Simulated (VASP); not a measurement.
# BaO3 (Cmmm) in VASP: single point with PBE

Aim: the single point of BaO3 with PBE.

Everything below comes from runs of VASP 6.6.1. Logs are shortened: lines on timing, memory, paths and dates and some standing lists are left out, and cuts for length are marked.

### 1 The cell of the first run

It takes space group Cmmm (No. 65, orthorhombic). Conventional cell: a = 5.977 Å, b = 6.530 Å, c = 4.519 Å, α = 90.00°, β = 90.00°, γ = 90.00°. Ba (site symmetry mmm) has 6 O at 2.26 to 3.06 Å within 3.1 Å. O (site symmetry mm2) has 1 O at 1.32 Å within 1.8 Å. O (site symmetry mmm) has 2 Ba at 2.26 Å within 3.0 Å.

The cell was built from a structure type or drawn by symmetry, and may not be a known phase.

### 2 Single point, PBE, collinear spin, ferromagnetic start

The input, INCAR:

```
SYSTEM = BaO3
PREC = Accurate ; ENCUT = 520
EDIFF = 1E-6 ; ISMEAR = 0
SIGMA = 0.1 ; LREAL = .False.
LASPH = .True. ; NELM = 150
ALGO = Normal ; ISIF = 2
LWAVE = .False. ; LCHARG = .False.
ISPIN = 2 ; MAGMOM = 0 0.36 0.36 0.36
LORBIT = 11 ; GGA = PE
NBANDS = 26
```

The input, KPOINTS:

```
Automatic mesh
0
Gamma
  10 10 10
  0 0 0
```

The input, POSCAR:

```
BaO3
1.0
    2.9883966845     -3.2649544239      0.0000000000
    2.9883966845      3.2649544239      0.0000000000
    0.0000000000      0.0000000000      4.5194768699
Ba O
1 3
Direct
    0.0000000000      0.0000000000      0.5000000000
    0.5000000000      0.5000000000      0.3543260958
    0.5000000000      0.5000000000      0.6456739042
    0.0000000000      0.0000000000      0.0000000000
```

Potentials or basis: VASP PAW PBE potentials, release 64 (Ba_sv, O).

The run is started by

```
$ cat potpaw_PBE.64/Ba_sv/POTCAR potpaw_PBE.64/O/POTCAR > POTCAR
$ mpirun -np 1 vasp_std > vasp.out
```

OUTCAR:

```text
SYSTEM = BaO3
   PREC = Accurate
   ENCUT = 520
   EDIFF = 1E-6
   ISMEAR = 0
   LREAL = .False.
   LASPH = .True.
   NELM = 150
   ISIF = 2
   ISPIN = 2
   LORBIT = 11
   GGA = PE

 ion  position               nearest neighbor table
   1  0.000  0.000  0.500-   4 2.26   4 2.26   2 3.06   3 3.06   2 3.06   3 3.06   2 3.33   3 3.33
                             2 3.33   3 3.33
   2  0.500  0.500  0.354-   3 1.32   1 3.06   1 3.06   1 3.33   1 3.33
   3  0.500  0.500  0.646-   2 1.32   1 3.06   1 3.06   1 3.33   1 3.33
   4  0.000  0.000  0.000-   1 2.26   1 2.26

  LATTYP: Found a base centered orthorhombic cell.
 ALAT       =     5.9767933690
 B/A-ratio  =     1.0925438516
 C/A-ratio  =     0.7561708413

  Lattice vectors:

 A1 = (   2.9883966845,  -3.2649544239,   0.0000000000)
 A2 = (   2.9883966845,   3.2649544239,   0.0000000000)
 A3 = (   0.0000000000,   0.0000000000,   4.5194768699)

Analysis of symmetry for initial positions (statically):
=====================================================================
 Subroutine PRICEL returns:
 Original cell was already a primitive cell.

 Routine SETGRP: Setting up the symmetry group for a
 base centered orthorhombic supercell.

 Subroutine GETGRP returns: Found  8 space group operations
 (whereof  8 operations were pure point group operations)
 out of a pool of  8 trial point group operations.

The static configuration has the point symmetry D_2h.

Analysis of symmetry for dynamics (positions and initial velocities):
=====================================================================
 Subroutine PRICEL returns:
 Original cell was already a primitive cell.

 Routine SETGRP: Setting up the symmetry group for a
 base centered orthorhombic supercell.

 Subroutine GETGRP returns: Found  8 space group operations
 (whereof  8 operations were pure point group operations)
 out of a pool of  8 trial point group operations.

The dynamic configuration has the point symmetry D_2h.

Analysis of structural, dynamic, and magnetic symmetry:
=====================================================================
 Subroutine PRICEL returns:
 Original cell was already a primitive cell.

 Routine SETGRP: Setting up the symmetry group for a
 base centered orthorhombic supercell.

 Subroutine GETGRP returns: Found  8 space group operations
 (whereof  8 operations were pure point group operations)
 out of a pool of  8 trial point group operations.

The overall configuration has the point symmetry D_2h.

 Subroutine INISYM returns: Found  8 space group operations
 (whereof  8 operations are pure point group operations),
 and found     1 'primitive' translations

----------------------------------------------------------------------------------------

                                     Primitive cell

  volume of cell :      88.1929

  direct lattice vectors                    reciprocal lattice vectors
     2.988396685 -3.264954424  0.000000000     0.167313798 -0.153141495  0.000000000
     2.988396685  3.264954424  0.000000000     0.167313798  0.153141495  0.000000000
     0.000000000  0.000000000  4.519476870     0.000000000  0.000000000  0.221264546

  length of vectors
     4.426109142  4.426109142  4.519476870     0.226817602  0.226817602  0.221264546

  position of ions in fractional coordinates (direct lattice)
     0.000000000  0.000000000  0.500000000
     0.500000000  0.500000000  0.354326096
     0.500000000  0.500000000  0.645673904
     0.000000000  0.000000000  0.000000000

  ion indices of the primitive-cell ions
   primitive index   ion index
                 1           1
                 2           2
                 3           3
                 4           4

----------------------------------------------------------------------------------------

 KPOINTS: Automatic mesh

Automatic generation of k-mesh.
 Grid dimensions read from file:
 generate k-points for:   10   10   10

 Generating k-lattice:

  Cartesian coordinates                     Fractional coordinates (reciprocal lattice)
     0.016731380 -0.015314149  0.000000000     0.100000000  0.000000000  0.000000000
     0.016731380  0.015314149  0.000000000     0.000000000  0.100000000  0.000000000
     0.000000000  0.000000000  0.022126455     0.000000000  0.000000000  0.100000000

  Length of vectors
     0.022681760  0.022681760  0.022126455

  Shift w.r.t. Gamma in fractional coordinates (k-lattice)
     0.000000000  0.000000000  0.000000000

 Subroutine IBZKPT returns following result:
 ===========================================

 Found    186 irreducible k-points:

 Following reciprocal coordinates:
            Coordinates               Weight
  0.000000  0.000000  0.000000      1.000000
  0.100000  0.000000  0.000000      4.000000
  0.200000  0.000000  0.000000      4.000000
  0.300000  0.000000  0.000000      4.000000
  0.400000  0.000000  0.000000      4.000000
  0.500000 -0.000000  0.000000      2.000000
[... 16 lines left out ...]
  0.300000  0.300000  0.000000      2.000000
  0.400000  0.300000  0.000000      4.000000
 [... further k-points ...]
   k-points           NKPTS =    186   k-points in BZ     NKDIM =    186   number of bands    NBANDS=     26
   number of dos      NEDOS =    301   number of ions     NIONS =      4
   total plane-waves  NPLWV =  46656
   dimension x,y,z NGX =    36 NGY =   36 NGZ =   36
   dimension x,y,z NGXF=    72 NGYF=   72 NGZF=   72
   ions per type =               1   3
   NGX,Y,Z   is equivalent  to a cutoff of  13.52, 13.52, 13.24 a.u.
   NGXF,Y,Z  is equivalent  to a cutoff of  27.04, 27.04, 26.48 a.u.
 SYSTEM =  BaO3
   PREC   = accura    normal or accurate (medium, high low for compatibility)
   ISTART =      0    job   : 0-new  1-cont  2-samecut
   ICHARG =      2    charge: 1-file 2-atom 10-const
   ISPIN  =      2    spin polarized calculation?
   LNONCOLLINEAR =      F non collinear calculations
   LSORBIT =      F    spin-orbit coupling
   LASPH  =      T    aspherical Exc in radial PAW
   ENCUT  =  520.0 eV  38.22 Ry    6.18 a.u.   8.23  8.23  8.40*2*pi/ulx,y,z
   NELM   =    150;   NELMIN=  2; NELMDL= -5     # of ELM steps
   EDIFF  = 0.1E-05   stopping-criterion for ELM
   LREAL  =      F    real-space projection
   EDIFFG = 0.1E-04   stopping-criterion for IOM
   NSW    =      0    number of steps for IOM
   IBRION =     -1    ionic relax: 0-MD 1-quasi-New 2-CG
   NFREE  =      0    steps in history (QN), initial steepest desc. (CG)
   ISIF   =      2    stress and relaxation
   ISYM   =      2    0-nonsym 1-usesym 2-fastsym
   POTIM  = 0.5000    time-step for ionic-motion
   TEBEG  =    0.0;   TEEND  =   0.0 temperature during run
   PSTRESS=    0.0 pullay stress
   NELECT =      28.0000    total number of electrons
   NUPDOWN=      -1.0000    fix difference up-down
   EMIN   =  10.00;   EMAX   =-10.00  energy-range for DOS
   EFERMI =   0.00;   METHOD = LEGACY
   ISMEAR =     0;   SIGMA  =   0.10  broadening in eV -4-tet -1-fermi 0-gaus
   EFERMI_NEDOS =   21; number of points for ismear=-14 and -15
   IALGO  =     38    algorithm
   IMIX   =      4    mixing-type and parameters
     AMIX     =   0.40;   BMIX     =  1.00
     AMIX_MAG =   1.60;   BMIX_MAG =  1.00
  volume/ion in A,a.u.               =      22.05       148.79
  Fermi-wavevector in a.u.,A,eV,Ry     =   1.116820  2.110483 16.970354  1.247286
  Thomas-Fermi vector in A             =   2.253437
   LORBIT       =     11    0 simple, 1 ext, 2 COOP (PROOUT), +10 PAW based schemes
   GGA     = PE    functional components
   LHFCALC =     F    Hartree Fock is set to
   AEXX    =    0.0000 exact exchange contribution
   IVDW    =     0    specifies the selected vdW correction
   LEPSILON=     F    determine dielectric tensor
   LRPA    =     F    only Hartree local field effects (RPA)
 spin polarized calculation
 Gauss-broadening in eV      SIGMA  =   0.10
  energy-cutoff  :      520.00
  volume of cell :       88.19
 maximum number of plane-waves:      2398
 NGX is ok and might be reduce to    36
   NGX = 17   NGY = 17   NGZ = 17

 number of electron      27.9999985 magnetization       1.4001317

 Free energy of the ion-electron system (eV)
  ---------------------------------------------------
  ext. energy  EPLUGINS =         0.00000000
  ---------------------------------------------------
  free energy    TOTEN  =       -20.41242129 eV

  energy without entropy =      -20.39521735  energy(sigma->0) =      -20.40381932

 E-fermi :  -0.0232     XC(G=0):  -7.8766

 val. band max:       -0.0251316834   @ k =   0.2000   0.1000   0.2000
 cond. band min:      -0.0211074912   @ k =   0.4000   0.4000   0.2000
 fundamental gap:      0.0040241922
 Fermi energy:        -0.0232335535

 spin component 1

 k-point     1 :       0.0000    0.0000    0.0000
  band No.  band energies     occupation
      1     -26.5391      1.00000
      2     -24.8658      1.00000
      3     -15.9443      1.00000
      4     -14.9975      1.00000
      5     -12.1920      1.00000
      6     -11.7596      1.00000
[... 685 lines left out ...]
     25      11.6308      0.00000
     26      12.8388      0.00000

 [... further k-points ...]

 spin component 2

 k-point     1 :       0.0000    0.0000    0.0000
  band No.  band energies     occupation
      1     -26.5280      1.00000
      2     -24.0703      1.00000
      3     -15.7813      1.00000
      4     -13.8657      1.00000
      5     -12.1653      1.00000
      6     -11.7501      1.00000
[... 685 lines left out ...]
     25      11.7069      0.00000
     26      12.9171      0.00000

 [... further k-points ...]

------------------------ aborting loop because EDIFF is reached ----------------------------------------

  FORCE on cell =-STRESS in cart. coord.  units (eV):
  Direction    XX          YY          ZZ          XY          YZ          ZX
  --------------------------------------------------------------------------------------
  -------------------------------------------------------------------------------------
  Total        0.0835416     -0.0417934      3.4799591     -0.0000000      0.0000000      0.0000000
  in kB        1.5176788     -0.7592496     63.2195184     -0.0000000      0.0000000      0.0000000
  external PRESSURE =      21.3259825 kB  Pullay stress =       0.0000000 kB

 VOLUME and BASIS-vectors are now :
 -----------------------------------------------------------------------------
  energy-cutoff  :      520.00
  volume of cell :       88.19
      direct lattice vectors                 reciprocal lattice vectors
     2.988396685 -3.264954424  0.000000000     0.167313798 -0.153141495  0.000000000
     2.988396685  3.264954424  0.000000000     0.167313798  0.153141495  0.000000000
     0.000000000  0.000000000  4.519476870     0.000000000  0.000000000  0.221264546

 POSITION                                       TOTAL-FORCE (eV/Angst)
 -----------------------------------------------------------------------------------
      0.00000      0.00000      2.25974         0.000000      0.000000     -0.000000
      2.98840      0.00000      1.60137         0.000000      0.000000     -0.631036
      2.98840      0.00000      2.91811        -0.000000      0.000000      0.631036
      0.00000      0.00000      0.00000         0.000000      0.000000     -0.000000
 -----------------------------------------------------------------------------------
    total drift:                                0.000000      0.000000      0.000000

  FREE ENERGIE OF THE ION-ELECTRON SYSTEM (eV)
  ---------------------------------------------------
  free  energy   TOTEN  =       -20.4124212859 eV

  energy  without entropy=      -20.3952173546  energy(sigma->0) =      -20.40381932

 total charge

# of ion       s       p       d       tot
------------------------------------------
    1        2.000   5.569   0.471   8.039
    2        1.600   3.286   0.000   4.886
    3        1.600   3.286   0.000   4.886
    4        1.600   3.310   0.000   4.909
--------------------------------------------------
tot          6.800  15.450   0.471  22.720

 magnetization (x)

# of ion       s       p       d       tot
------------------------------------------
    1       -0.001   0.001  -0.010  -0.010
    2        0.007   0.526   0.000   0.533
    3        0.007   0.526   0.000   0.533
    4        0.001   0.092   0.000   0.093
--------------------------------------------------
tot          0.014   1.145  -0.010   1.149
```

Wall time 15 min (1 thread of Oxide Virtual Turin-like, shared host); peak memory 0.64 GiB.

Results:

| Property | Result |
| --- | --- |
| Free energy | -20.4124 eV |
| Pressure | 2.1 GPa |
| Largest force | 0.631 eV/Å |
| Net moment | 1.40 μB per cell |
| Site moments | Ba -0.01; O +0.53, +0.09 (each value once) μB |
| Valence electrons inside the program's atomic spheres | Ba 8.04; O 4.89, 4.91 (each value once) |

Forces on the atoms (eV/Å):
```
Ba   0.000  0.000  0.000
O    0.000  0.000 -0.631
O    0.000  0.000  0.631
O    0.000  0.000  0.000
```

Levels at points of the mesh, in eV from the Fermi level:
Spin up:
```csv
k point,band 12,band 13,band 14,band 15,band 16,band 17,band 18,band 19
"(0.00, 0.00, 0.00)",-1.04,-0.84,-0.84,0.90,2.96,2.98,5.93,6.48
"(0.50, 0.00, 0.00)",-1.01,-0.97,-0.82,0.91,3.86,5.33,6.42,6.46
"(0.50, 0.50, 0.00)",-1.16,-1.03,-1.00,0.90,4.67,5.59,6.11,7.16
"(0.00, 0.00, 0.50)",-1.91,-1.89,-1.23,-0.63,3.25,3.68,4.72,6.09
"(0.50, 0.00, 0.50)",-1.77,-1.75,-1.44,-1.11,4.32,5.44,6.57,6.88
"(0.50, 0.50, 0.50)",-2.40,-2.24,-1.13,-0.59,4.88,5.64,6.67,7.22
```
Spin down:
```tsv
k point	band 11	band 12	band 13	band 14	band 15	band 16
(0.00, 0.00, 0.00)	-0.67	-0.63	-0.11	0.32	0.97	2.97
(0.50, 0.00, 0.00)	-0.84	-0.63	-0.03	0.30	0.99	4.03
(0.50, 0.50, 0.00)	-0.87	-0.79	-0.27	0.10	0.98	4.74
(0.00, 0.00, 0.50)	-2.76	-1.54	-1.39	0.14	0.28	3.27
(0.50, 0.00, 0.50)	-2.74	-1.61	-1.27	-0.21	0.11	4.46
(0.50, 0.50, 0.50)	-2.73	-1.91	-1.87	0.17	0.30	4.93
```

Caveat: spin-orbit coupling is left out, which moves the levels of the heavy elements.
